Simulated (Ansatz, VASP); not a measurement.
GaN in VASP and in Ansatz

POSCAR

```
GaN
1.0
    0.0000000000      2.2714420665      2.2244082653
    2.2714420665      0.0000000000      2.2244082653
    2.2714420665      2.2714420665      0.0000000000
Ga N
1 1
Direct
    0.0000000000      0.0000000000      0.0000000000
    0.2500000000      0.2500000000      0.2500000000
```

File INCAR.step1:

```
SYSTEM = GaN
PREC     = Accurate       ! precision mode
ENCUT    = 520            ! plane-wave cutoff, eV
EDIFF    = 1E-5           ! SCF threshold, eV
ISMEAR   = 0              ! smearing method
SIGMA    = 0.01           ! smearing width, eV
LREAL    = .False.        ! projectors in reciprocal space
LASPH    = .True.         ! aspherical terms in the spheres
NELM     = 100            ! most SCF steps
ALGO     = Normal         ! electronic algorithm
ISIF     = 2              ! what is computed and relaxed
LWAVE    = .True.         ! write WAVECAR
LCHARG   = .False.        ! write CHGCAR
GGA      = PE             ! functional
NBANDS   = 16             ! bands
```

File INCAR.step2:

```
SYSTEM = GaN
PREC     = Accurate       ! precision mode
ENCUT    = 520            ! plane-wave cutoff, eV
EDIFF    = 1E-6           ! SCF threshold, eV
ISMEAR   = 0              ! smearing method
SIGMA    = 0.01           ! smearing width, eV
LREAL    = .False.        ! projectors in reciprocal space
LASPH    = .True.         ! aspherical terms in the spheres
NELM     = 100            ! most SCF steps
ALGO     = Normal         ! electronic algorithm
ISIF     = 2              ! what is computed and relaxed
LWAVE    = .False.        ! write WAVECAR
LCHARG   = .False.        ! write CHGCAR
GGA      = PE             ! functional
LHFCALC  = .True.         ! exact exchange
HFSCREEN = 0.2079         ! screening, 1/A
PRECFOCK = Normal       
ISTART   = 1            
NBANDS   = 16             ! bands
```

The input KPOINTS:

```
regular mesh
0
Gamma
  6 6 6
  0 0 0
```

Input for Ansatz:

```yaml
crystal:
  lattice:
    - [0.0, 2.2714420665, 2.2244082653]
    - [2.2714420665, 0.0, 2.2244082653]
    - [2.2714420665, 2.2714420665, 0.0]
  atoms:
    - { symbol: Ga, position: [0.0, 0.0, 0.0] }
    - { symbol: "N", position: [0.25, 0.25, 0.25] }
kpoints:
  mp_grid: { grid: [6, 6, 6] }
  band_path:
    path:
      - [0.0, 0.0, 0.0]
      - [-0.5, -0.5, 0.0]
      - [-0.375, -0.375, 0.25]
      - [-0.375, 0.0, 0.375]
      - [0.0, 0.0, 0.5]
      - [-0.5, -0.25, 0.25]
    npoints: 1
hamiltonian:
  xc: hse06
scf:
  occupations: { method: fixed }
  n_extra_bands: 4
output:
  forces: true
  stress: true
  eigenvalues: true
  write_density: true
  write_potential: true
  elf: true
  volumetric_format: npy
```

Change from the starting cell: epitaxial_xy strain +1.0%.

Alike in both runs: task single point; functional HSE06; k mesh 6 × 6 × 6; no spin polarisation.

|  | VASP | Ansatz |
| --- | --- | --- |
| version | VASP 6.6.1 | Ansatz 0.2.0 |
| potentials or method | VASP PAW PBE potentials, release 64 (Ga_d, N) | plane waves, PAW |
| plane-wave cutoff (eV) | 520 | 420 |
| occupations | gaussian, width 0.01 eV | fixed |
| valence electrons in the cell | 18 | 18 |

VASP gave:

```
gap on the k mesh at the Fermi level (eV)                     : 2.89
pressure (GPa)                                                : -1.8
traceless stress, the component that is largest in VASP (GPa) : 1.80
```

Q: What did Ansatz give for the same quantities?

A: gap on the k mesh at the Fermi level (eV): 2.88; pressure (GPa): -1.8; traceless stress, the component that is largest in VASP (GPa): 1.79.

Ansatz's warnings: stress exchange threshold loose, stress scf threshold loose.
